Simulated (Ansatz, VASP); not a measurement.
# Re: VASP beside Ansatz

```
Re
1.0
     2.60290    0.00000    0.00000
    -1.30145    2.25418    0.00000
     0.00000    0.00000    4.16200
Re
2
Direct
  0.33333 0.66667 0.25000
  0.66667 0.33333 0.75000
```

Alike in both runs: task electric field gradients; functional PBE; k mesh 14 × 14 × 8; occupations fermi-dirac, width 0.05 eV; no spin polarisation.

|  | VASP | Ansatz |
| --- | --- | --- |
| version | VASP 6.6.1 | Ansatz 0.2.0 |
| potentials or method | VASP PAW PBE potentials, release 64 (Re), cutoff 520 eV | all-electron PAW with datasets made for the crystal, scalar-relativistic |

VASP gave:

| Quantity | Value |
| --- | --- |
| size of Vzz on the site where it differs most (V/Å²) | 106.7 |

Task: What did Ansatz give for the same quantities?

Result: Size of Vzz on the site where it differs most (V/Å²): 83.3.

Ansatz ran all-electron here, and VASP with PAW potentials.

Spin-orbit coupling is off throughout.
